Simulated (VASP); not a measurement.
# BaF2 (Frankdicksonite) (Fm-3m) in VASP: further runs

BaF2 (Frankdicksonite) is run at these levels: r2SCAN; tasks: single point.

All numbers are computed with VASP 6.6.1; they aren't measurements. Logs are shortened: lines on timing, memory, paths and dates and some standing lists are left out, and cuts for length are marked.

## Step 1: The cell of the first run

Symmetry: Fm-3m, No. 225, cubic system. Conventional cell: a = 6.132 Å, b = 6.132 Å, c = 6.132 Å, α = 90.00°, β = 90.00°, γ = 90.00°. Ba (site symmetry m-3m) has 8 F at 2.66 Å within 3.5 Å. F (site symmetry -43m) has 4 Ba at 2.66 Å and 6 F at 3.07 Å within 3.5 Å.

## Step 2: Single point, r2SCAN (volume scaled by 0.97)

The input, POSCAR:

```
BaF2
1.0
    0.0000000000      3.0660723890      3.0660723890
    3.0660723890      0.0000000000      3.0660723890
    3.0660723890      3.0660723890      0.0000000000
Ba F
1 2
Direct
    0.0000000000      0.0000000000      0.0000000000
    0.2500000000      0.2500000000      0.2500000000
    0.7500000000      0.7500000000      0.7500000000
```

The input, INCAR.step1:

```
SYSTEM = BaF2
  PREC = Accurate
  ENCUT = 660
  ISMEAR = 0
  SIGMA = 0.02
  LREAL = .FALSE.
  LASPH = .TRUE.
  NELM = 120
  NBANDS = 19
  GGA = PE
  ALGO = Normal
  EDIFF = 1E-5
  LWAVE = .TRUE.
  LCHARG = .FALSE.
  GGA_COMPAT = .FALSE.
```

The input, INCAR.step2:

```
SYSTEM = BaF2
  PREC = Accurate
  ENCUT = 660
  EDIFF = 1E-6
  ISMEAR = 0
  SIGMA = 0.02
  LREAL = .FALSE.
  LASPH = .TRUE.
  NELM = 120
  ALGO = Normal
  ISIF = 2
  LWAVE = .FALSE.
  LCHARG = .TRUE.
  METAGGA = R2SCAN
  LMIXTAU = .TRUE.
  LELF = .TRUE.
  LVHAR = .TRUE.
  NBANDS = 19
  ISTART = 1
  GGA_COMPAT = .FALSE.
```

The input, KPOINTS:

```
Automatic mesh
0
G
  6 6 6
  0 0 0
```

Potentials or basis: VASP PAW PBE potentials, release 64 (Ba_sv, F).

Started as:

```bash
> cat potpaw_PBE.64/Ba_sv/POTCAR potpaw_PBE.64/F/POTCAR > POTCAR
> cp INCAR.step1 INCAR
> mpirun -np 1 vasp_std > vasp.out
> cp INCAR.step2 INCAR
> mpirun -np 1 vasp_std > vasp.out
```

OUTCAR:

```text
SYSTEM = BaF2
   PREC = Accurate
   ENCUT = 660
   EDIFF = 1E-6
   ISMEAR = 0
   LREAL = .FALSE.
   LASPH = .TRUE.
   NELM = 120
   ISIF = 2
   METAGGA = R2SCAN
   ISTART = 1

 ion  position               nearest neighbor table
   1  0.000  0.000  0.000-   3 2.66   3 2.66   2 2.66   2 2.66   3 2.66   2 2.66   3 2.66   2 2.66

   2  0.250  0.250  0.250-   1 2.66   1 2.66   1 2.66   1 2.66
   3  0.750  0.750  0.750-   1 2.66   1 2.66   1 2.66   1 2.66

  LATTYP: Found a face centered cubic cell.
 ALAT       =     6.1321447780

  Lattice vectors:

 A1 = (   0.0000000000,   3.0660723890,   3.0660723890)
 A2 = (   3.0660723890,   0.0000000000,   3.0660723890)
 A3 = (   3.0660723890,   3.0660723890,   0.0000000000)

Analysis of symmetry for initial positions (statically):
=====================================================================
 Subroutine PRICEL returns:
 Original cell was already a primitive cell.

 Routine SETGRP: Setting up the symmetry group for a
 face centered cubic supercell.

 Subroutine GETGRP returns: Found 48 space group operations
 (whereof 48 operations were pure point group operations)
 out of a pool of 48 trial point group operations.

The static configuration has the point symmetry O_h .

Analysis of symmetry for dynamics (positions and initial velocities):
=====================================================================
 Subroutine PRICEL returns:
 Original cell was already a primitive cell.

 Routine SETGRP: Setting up the symmetry group for a
 face centered cubic supercell.

 Subroutine GETGRP returns: Found 48 space group operations
 (whereof 48 operations were pure point group operations)
 out of a pool of 48 trial point group operations.

The dynamic configuration has the point symmetry O_h .

 Subroutine INISYM returns: Found 48 space group operations
 (whereof 48 operations are pure point group operations),
 and found     1 'primitive' translations

----------------------------------------------------------------------------------------

                                     Primitive cell

  volume of cell :      57.6471

  direct lattice vectors                    reciprocal lattice vectors
     0.000000000  3.066072389  3.066072389    -0.163075080  0.163075080  0.163075080
     3.066072389  0.000000000  3.066072389     0.163075080 -0.163075080  0.163075080
     3.066072389  3.066072389  0.000000000     0.163075080  0.163075080 -0.163075080

  length of vectors
     4.336081156  4.336081156  4.336081156     0.282454324  0.282454324  0.282454324

  position of ions in fractional coordinates (direct lattice)
     0.000000000  0.000000000  0.000000000
     0.250000000  0.250000000  0.250000000
     0.750000000  0.750000000  0.750000000

  ion indices of the primitive-cell ions
   primitive index   ion index
                 1           1
                 2           2
                 3           3

----------------------------------------------------------------------------------------

 KPOINTS: Automatic mesh

Automatic generation of k-mesh.
 Grid dimensions read from file:
 generate k-points for:    6    6    6

 Generating k-lattice:

  Cartesian coordinates                     Fractional coordinates (reciprocal lattice)
    -0.027179180  0.027179180  0.027179180     0.166666667  0.000000000  0.000000000
     0.027179180 -0.027179180  0.027179180     0.000000000  0.166666667  0.000000000
     0.027179180  0.027179180 -0.027179180     0.000000000  0.000000000  0.166666667

  Length of vectors
     0.047075721  0.047075721  0.047075721

  Shift w.r.t. Gamma in fractional coordinates (k-lattice)
     0.000000000  0.000000000  0.000000000

 Subroutine IBZKPT returns following result:
 ===========================================

 Found     16 irreducible k-points:

 Following reciprocal coordinates:
            Coordinates               Weight
  0.000000  0.000000  0.000000      1.000000
  0.166667  0.000000  0.000000      8.000000
  0.333333  0.000000  0.000000      8.000000
  0.500000  0.000000  0.000000      4.000000
  0.166667  0.166667  0.000000      6.000000
  0.333333  0.166667  0.000000     24.000000
[... 8 lines left out ...]
 -0.333333  0.333333  0.166667     24.000000
 -0.333333  0.500000  0.166667     12.000000
   k-points           NKPTS =     16   k-points in BZ     NKDIM =     16   number of bands    NBANDS=     19
   number of dos      NEDOS =    301   number of ions     NIONS =      3
   total plane-waves  NPLWV =  46656
   dimension x,y,z NGX =    36 NGY =   36 NGZ =   36
   dimension x,y,z NGXF=    72 NGYF=   72 NGZF=   72
   ions per type =               1   2
   NGX,Y,Z   is equivalent  to a cutoff of  13.80, 13.80, 13.80 a.u.
   NGXF,Y,Z  is equivalent  to a cutoff of  27.60, 27.60, 27.60 a.u.
 SYSTEM =  BaF2
   PREC   = accura    normal or accurate (medium, high low for compatibility)
   ISTART =      1    job   : 0-new  1-cont  2-samecut
   ICHARG =      0    charge: 1-file 2-atom 10-const
   ISPIN  =      1    spin polarized calculation?
   LNONCOLLINEAR =      F non collinear calculations
   LSORBIT =      F    spin-orbit coupling
   LASPH  =      T    aspherical Exc in radial PAW
   ENCUT  =  660.0 eV  48.51 Ry    6.96 a.u.   9.08  9.08  9.08*2*pi/ulx,y,z
   NELM   =    120;   NELMIN=  2; NELMDL=  0     # of ELM steps
   EDIFF  = 0.1E-05   stopping-criterion for ELM
   LREAL  =      F    real-space projection
   EDIFFG = 0.1E-04   stopping-criterion for IOM
   NSW    =      0    number of steps for IOM
   IBRION =     -1    ionic relax: 0-MD 1-quasi-New 2-CG
   NFREE  =      0    steps in history (QN), initial steepest desc. (CG)
   ISIF   =      2    stress and relaxation
   ISYM   =      2    0-nonsym 1-usesym 2-fastsym
   POTIM  = 0.5000    time-step for ionic-motion
   TEBEG  =    0.0;   TEEND  =   0.0 temperature during run
   PSTRESS=    0.0 pullay stress
   NELECT =      24.0000    total number of electrons
   NUPDOWN=      -1.0000    fix difference up-down
   EMIN   =  10.00;   EMAX   =-10.00  energy-range for DOS
   EFERMI =   0.00;   METHOD = LEGACY
   ISMEAR =     0;   SIGMA  =   0.02  broadening in eV -4-tet -1-fermi 0-gaus
   EFERMI_NEDOS =   21; number of points for ismear=-14 and -15
   IALGO  =     38    algorithm
   IMIX   =      4    mixing-type and parameters
     AMIX     =   0.40;   BMIX     =  1.00
     AMIX_MAG =   1.60;   BMIX_MAG =  1.00
  volume/ion in A,a.u.               =      19.22       129.67
  Fermi-wavevector in a.u.,A,eV,Ry     =   1.222417  2.310034 20.331243  1.494304
  Thomas-Fermi vector in A             =   2.357565
   LORBIT       =      0    0 simple, 1 ext, 2 COOP (PROOUT), +10 PAW based schemes
   METAGGA = R2SCAN    functional components
   LHFCALC =     F    Hartree Fock is set to
   AEXX    =    0.0000 exact exchange contribution
   IVDW    =     0    specifies the selected vdW correction
   LEPSILON=     F    determine dielectric tensor
   LRPA    =     F    only Hartree local field effects (RPA)
 non-spin polarized calculation
 Gauss-broadening in eV      SIGMA  =   0.02
  energy-cutoff  :      660.00
  volume of cell :       57.65
 maximum number of plane-waves:      2252
   NGX = 19   NGY = 19   NGZ = 19

 number of electron      23.9999988 magnetization

 Free energy of the ion-electron system (eV)
  ---------------------------------------------------
  ext. energy  EPLUGINS =         0.00000000
  ---------------------------------------------------
  free energy    TOTEN  =       -45.04246468 eV

  energy without entropy =      -45.04246468  energy(sigma->0) =      -45.04246468

 E-fermi :  -2.2948     XC(G=0):  -9.4085

 val. band max:       -2.4754934070   @ k =  -0.1667   0.1667   0.0000
 cond. band min:       5.0144168185   @ k =   0.0000   0.0000   0.0000
 fundamental gap:      7.4899102256
 Fermi energy:        -2.2948091960

 k-point     1 :       0.0000    0.0000    0.0000
  band No.  band energies     occupation
      1     -26.0348      2.00000
      2     -22.6003      2.00000
      3     -22.3967      2.00000
      4     -10.3101      2.00000
      5     -10.3101      2.00000
      6     -10.3101      2.00000
[... 11 lines left out ...]
     18      10.0848      0.00000
     19      13.9521      0.00000

 k-point     2 :       0.1667    0.0000    0.0000
  band No.  band energies     occupation
      1     -25.9618      2.00000
      2     -22.6289      2.00000
      3     -22.4835      2.00000
      4     -10.3662      2.00000
      5     -10.3586      2.00000
      6     -10.3586      2.00000
[... 11 lines left out ...]
     18      10.1086      0.00000
     19      12.8779      0.00000

 k-point     3 :       0.3333    0.0000    0.0000
  band No.  band energies     occupation
      1     -25.8021      2.00000
      2     -22.7508      2.00000
      3     -22.6068      2.00000
      4     -10.4607      2.00000
      5     -10.4512      2.00000
      6     -10.4512      2.00000
[... 11 lines left out ...]
     18      10.1953      0.00000
     19      12.1717      0.00000

 k-point     4 :       0.5000    0.0000    0.0000
  band No.  band energies     occupation
      1     -25.7135      2.00000
      2     -22.8527      2.00000
      3     -22.6365      2.00000
      4     -10.5006      2.00000
      5     -10.4955      2.00000
      6     -10.4955      2.00000
[... 11 lines left out ...]
     18      10.2655      0.00000
     19      12.8514      0.00000

 k-point     5 :       0.1667    0.1667    0.0000
  band No.  band energies     occupation
      1     -25.9370      2.00000
      2     -22.6334      2.00000
      3     -22.5177      2.00000
      4     -10.4325      2.00000
      5     -10.4325      2.00000
      6     -10.2678      2.00000
[... 11 lines left out ...]
     18      10.1910      0.00000
     19      14.0271      0.00000

 k-point     6 :       0.3333    0.1667    0.0000
  band No.  band energies     occupation
      1     -25.8036      2.00000
      2     -22.7058      2.00000
      3     -22.6494      2.00000
      4     -10.5367      2.00000
      5     -10.5356      2.00000
      6     -10.2940      2.00000
[... 11 lines left out ...]
     18      10.3267      0.00000
     19      12.7192      0.00000

 k-point     7 :       0.5000    0.1667    0.0000
  band No.  band energies     occupation
      1     -25.6852      2.00000
      2     -22.8369      2.00000
      3     -22.6942      2.00000
      4     -10.5722      2.00000
      5     -10.5666      2.00000
      6     -10.4035      2.00000
[... 11 lines left out ...]
     18      10.5275      0.00000
     19      12.7416      0.00000

 k-point     8 :      -0.3333    0.1667    0.0000
  band No.  band energies     occupation
      1     -25.7157      2.00000
      2     -22.7977      2.00000
      3     -22.6889      2.00000
      4     -10.5141      2.00000
      5     -10.4979      2.00000
      6     -10.4889      2.00000
[... 80 lines left out ...]
 k-point    12 :      -0.3333    0.3333    0.0000
  band No.  band energies     occupation
      1     -25.6242      2.00000
      2     -22.8373      2.00000
      3     -22.7826      2.00000
      4     -10.6382      2.00000
      5     -10.6239      2.00000
      6     -10.3706      2.00000
[... 11 lines left out ...]
     18      11.8369      0.00000
     19      13.4348      0.00000

 k-point    13 :       0.5000    0.5000    0.0000
  band No.  band energies     occupation
      1     -25.5928      2.00000
      2     -22.9308      2.00000
      3     -22.7309      2.00000
      4     -10.7658      2.00000
      5     -10.7658      2.00000
      6     -10.1213      2.00000
[... 11 lines left out ...]
     18      11.6345      0.00000
     19      13.6672      0.00000

 k-point    14 :       0.5000    0.3333    0.1667
  band No.  band energies     occupation
      1     -25.6870      2.00000
      2     -22.7828      2.00000
      3     -22.7456      2.00000
      4     -10.6584      2.00000
      5     -10.5592      2.00000
      6     -10.3271      2.00000
[... 11 lines left out ...]
     18      11.0469      0.00000
     19      13.1564      0.00000

 k-point    15 :      -0.3333    0.3333    0.1667
  band No.  band energies     occupation
      1     -25.6242      2.00000
      2     -22.8376      2.00000
      3     -22.7823      2.00000
      4     -10.7171      2.00000
      5     -10.4581      2.00000
      6     -10.4576      2.00000
[... 11 lines left out ...]
     18      11.8104      0.00000
     19      12.9606      0.00000

 k-point    16 :      -0.3333    0.5000    0.1667
  band No.  band energies     occupation
      1     -25.5927      2.00000
      2     -22.8821      2.00000
      3     -22.7822      2.00000
      4     -10.7811      2.00000
      5     -10.6052      2.00000
      6     -10.2830      2.00000
[... 11 lines left out ...]
     18      13.2245      0.00000
     19      13.4460      0.00000

------------------------ aborting loop because EDIFF is reached ----------------------------------------

  FORCE on cell =-STRESS in cart. coord.  units (eV):
  Direction    XX          YY          ZZ          XY          YZ          ZX
  --------------------------------------------------------------------------------------
  -------------------------------------------------------------------------------------
  Total        1.0923165      1.0923165      1.0923165      0.0000000     -0.0000000      0.0000000
  in kB       30.3586096     30.3586096     30.3586096      0.0000000     -0.0000000      0.0000000
  external PRESSURE =      30.3586096 kB  Pullay stress =       0.0000000 kB

 VOLUME and BASIS-vectors are now :
 -----------------------------------------------------------------------------
  energy-cutoff  :      660.00
  volume of cell :       57.65
      direct lattice vectors                 reciprocal lattice vectors
     0.000000000  3.066072389  3.066072389    -0.163075080  0.163075080  0.163075080
     3.066072389  0.000000000  3.066072389     0.163075080 -0.163075080  0.163075080
     3.066072389  3.066072389  0.000000000     0.163075080  0.163075080 -0.163075080

 POSITION                                       TOTAL-FORCE (eV/Angst)
 -----------------------------------------------------------------------------------
      0.00000      0.00000      0.00000         0.000000     -0.000000      0.000000
      1.53304      1.53304      1.53304        -0.000000     -0.000000     -0.000000
      4.59911      4.59911      4.59911         0.000000      0.000000      0.000000
 -----------------------------------------------------------------------------------
    total drift:                                0.000000      0.000000      0.000000

  FREE ENERGIE OF THE ION-ELECTRON SYSTEM (eV)
  ---------------------------------------------------
  free  energy   TOTEN  =       -45.0424646770 eV

  energy  without entropy=      -45.0424646770  energy(sigma->0) =      -45.04246468
```

It took 41 s on 1 thread of Intel Xeon 6975P-C (Granite Rapids), shared host; peak memory 0.22 GiB.

Results:

```yaml
Free_energy: -45.0425 eV
Pressure: 3.0 GPa
Band_gap_on_the_k_mesh: 7.49 eV, indirect (least direct gap 7.57 eV)
```

Caveat: the cell differs from its parent crystal (volume scaled by 0.97); the PAW data sets were made with another functional, which shifts forces and pressure a little; spin-orbit coupling is left out, which moves the levels of the heavy elements. A k mesh can miss the band edges.

## Step 3: Single point, r2SCAN

This run uses another cell than the first one, of 19.81 Å³/atom, 1.031 times its volume.

The input, POSCAR:

```
BaF2
1.0
    0.0000000000      3.0973610029      3.0973610029
    3.0973610029      0.0000000000      3.0973610029
    3.0973610029      3.0973610029      0.0000000000
Ba F
1 2
Direct
    0.0000000000      0.0000000000      0.0000000000
    0.2500000000      0.2500000000      0.2500000000
    0.7500000000      0.7500000000      0.7500000000
```

The input, INCAR.step1:

```
SYSTEM = BaF2
ALGO = Normal ; EDIFF = 1E-5
ENCUT = 660 ; GGA = PE
GGA_COMPAT = .FALSE. ; ISMEAR = 0
LASPH = .TRUE. ; LCHARG = .FALSE.
LREAL = .FALSE. ; LWAVE = .TRUE.
NBANDS = 19 ; NELM = 120
PREC = Accurate ; SIGMA = 0.02
```

The input, INCAR.step2:

```
SYSTEM = BaF2
ALGO = Normal ; EDIFF = 1E-6
ENCUT = 660 ; GGA_COMPAT = .FALSE.
ISIF = 2 ; ISMEAR = 0
ISTART = 1 ; LASPH = .TRUE.
LCHARG = .FALSE. ; LMIXTAU = .TRUE.
LREAL = .FALSE. ; LWAVE = .FALSE.
METAGGA = R2SCAN ; NBANDS = 19
NELM = 120 ; PREC = Accurate
SIGMA = 0.02
```

The input, KPOINTS:

```
k-points
0
G
  6 6 6
  0 0 0
```

Potentials or basis: VASP PAW PBE potentials, release 64 (Ba_sv, F).

Started as:

```bash
> cat potpaw_PBE.64/Ba_sv/POTCAR potpaw_PBE.64/F/POTCAR > POTCAR
> cp INCAR.step1 INCAR
> mpirun -np 1 vasp_std > vasp.out
> cp INCAR.step2 INCAR
> mpirun -np 1 vasp_std > vasp.out
```

Wall time 58 s (1 thread of Intel Xeon 6975P-C (Granite Rapids), shared host); peak memory 0.26 GiB.

The run converged. Its results:

| Quantity | Value |
| --- | --- |
| Free energy | -45.0675 eV |
| Pressure | 0.9 GPa |
| Band gap on the k mesh | 7.36 eV, indirect (least direct gap 7.43 eV) |

Levels at points of the mesh, in eV from the valence-band top:
```csv
k point,band 8,band 9,band 10,band 11,band 12,band 13,band 14,band 15,band 16,band 17
"(0.00, 0.00, 0.00)",-1.47,-1.47,-0.07,-0.07,-0.07,7.36,9.93,9.93,12.30,12.30
"(0.50, 0.00, 0.00)",-1.07,-0.64,-0.34,-0.15,-0.15,9.87,9.87,9.97,10.14,12.50
"(0.50, 0.50, 0.00)",-0.35,-0.35,-0.30,-0.30,-0.12,7.71,9.87,11.42,12.88,12.88
```

Caveat: the PAW data sets were made with another functional, which shifts forces and pressure a little; spin-orbit coupling is left out, which moves the levels of the heavy elements.

## Step 4: Single point, r2SCAN (volume scaled by 1.03)

The input, POSCAR:

```
BaF2
1.0
    0.0000000000      3.1280299381      3.1280299381
    3.1280299381      0.0000000000      3.1280299381
    3.1280299381      3.1280299381      0.0000000000
Ba F
1 2
Direct
    0.0000000000      0.0000000000      0.0000000000
    0.2500000000      0.2500000000      0.2500000000
    0.7500000000      0.7500000000      0.7500000000
```

The input, INCAR.step1:

```
SYSTEM = BaF2
ALGO = Normal
EDIFF = 1E-5
ENCUT = 660
GGA = PE
GGA_COMPAT = .False.
ISMEAR = 0
LASPH = .True.
LCHARG = .False.
LREAL = .False.
LWAVE = .True.
NBANDS = 19
NELM = 120
PREC = Accurate
SIGMA = 0.02
```

The input, INCAR.step2:

```
SYSTEM = BaF2
ALGO = Normal
EDIFF = 1E-6
ENCUT = 660
GGA_COMPAT = .False.
ISIF = 2
ISMEAR = 0
ISTART = 1
LASPH = .True.
LCHARG = .False.
LMIXTAU = .True.
LREAL = .False.
LWAVE = .False.
METAGGA = R2SCAN
NBANDS = 19
NELM = 120
PREC = Accurate
SIGMA = 0.02
```

The input, KPOINTS:

```
k-points
0
Gamma
  6 6 6
  0 0 0
```

Started as:

```bash
> cat potpaw_PBE.64/Ba_sv/POTCAR potpaw_PBE.64/F/POTCAR > POTCAR
> cp INCAR.step1 INCAR
> mpirun -np 1 vasp_std > vasp.out
> cp INCAR.step2 INCAR
> mpirun -np 1 vasp_std > vasp.out
```

Run time: 57 s. Hardware: 1 thread of Intel Xeon 6975P-C (Granite Rapids), shared host; peak memory 0.26 GiB.

The run converged. Its results:

* Free energy: -45.0707 eV
* Pressure: -0.9 GPa
* Band gap on the k mesh: 7.23 eV, indirect (least direct gap 7.29 eV)

Levels at points of the mesh, in eV from the valence-band top:
```
           k point  band 9  band 10  band 11  band 12  band 13  band 14  band 15  band 16
(0.00, 0.00, 0.00)   -1.39    -0.06    -0.06    -0.06     7.23     9.81     9.81    12.05
(0.50, 0.00, 0.00)   -0.61    -0.34    -0.15    -0.15     9.75     9.75     9.78    10.02
(0.50, 0.50, 0.00)   -0.32    -0.31    -0.31    -0.10     7.65     9.71    11.23    12.63
```

Caveat: the cell differs from its parent crystal (volume scaled by 1.03); the PAW data sets were made with another functional, which shifts forces and pressure a little; spin-orbit coupling is left out, which moves the levels of the heavy elements. A k mesh can miss the band edges.

[end of part 1 of 2]
